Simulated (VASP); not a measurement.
MnSi, 8 atoms in the cell. It takes space group P2_13 (No. 198, cubic). Conventional cell: a = 4.548 Å, b = 4.548 Å, c = 4.548 Å, α = 90.00°, β = 90.00°, γ = 90.00°. Within 3.0 Å of Mn (site symmetry 3) lie 7 Si at 2.30 to 2.53 Å and 6 Mn at 2.79 Å. Within 3.0 Å of Si (site symmetry 3) lie 7 Mn at 2.30 to 2.53 Å and 6 Si at 2.81 Å. 

```yaml
Program: VASP 6.6.1
Task: electric field gradients
Functional: LDA
Potentials_or_basis: VASP PAW LDA potentials, release 64 (Mn_pv, Si)
Cutoff: 520 eV
k_mesh: 7 × 7 × 7
Occupations: fermi-dirac, width 0.05 eV
Spin: collinear spin, ferromagnetic start
Starting_moments: "[3.5, 3.5, 3.5, 3.5, 0.0, 0.0, 0.0, 0.0] μB"
Dipole_correction: no
Further_INCAR_settings: ALGO = Normal; EDIFF = 1e-08; NBANDS = 48
```

Potentials or basis: VASP PAW LDA potentials, release 64 (Mn_pv, Si).

Launch:

```sh
$ cat potpaw_LDA.64/Mn_pv/POTCAR potpaw_LDA.64/Si/POTCAR > POTCAR
$ mpirun -np 1 vasp_std > vasp.out
```

Hardware: 1 thread of Intel(R) Xeon(R) Platinum 8488C (Sapphire Rapids), with other jobs on the host.

Problem. Estimate the wall time of this run.

Solution. It took 2.6 min on 1 thread of Intel(R) Xeon(R) Platinum 8488C (Sapphire Rapids), on a shared host, peak memory 0.27 GiB. Counts: scf iterations 17, k points 24.
